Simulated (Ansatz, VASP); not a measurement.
# Co: VASP beside Ansatz

```
Co
1.0
     0.00000    1.79935    1.79935
     1.79935    0.00000    1.79935
     3.59870    3.59870    0.00000
Co
2
Direct
  0.00000 0.00000 0.00000
  0.00000 0.00000 0.50000
```

Change from the starting cell: moments ++ scaled by 0.65, plain SCF.

Alike in both runs: task single point; functional PBE; k mesh 12 × 12 × 6; occupations fermi-dirac, width 0.05 eV; collinear spin.

|  | VASP | Ansatz |
| --- | --- | --- |
| version | VASP 6.6.1 | Ansatz 0.2.0 |
| potentials or method | VASP PAW PBE potentials, release 64 (Co), cutoff 520 eV | PAW, plane waves, scalar-relativistic |
| valence electrons in the cell | 18 | 34 |

```csv
,VASP,Ansatz,Ansatz less VASP
pressure (GPa),-11.7,-11.4,+0.31
net moment per atom (μB),1.72,1.72,+0.005
size of the moment on the site where the two differ most (μB),1.75,1.80,+0.051
```

Site moments also hang on the region over which each program counts them. The functional is the same, so the differences come from potentials, cutoffs and numerics. VASP's potentials hold 18 valence electrons a cell and Ansatz's 34, so a difference there can come from the potentials and not from the codes.
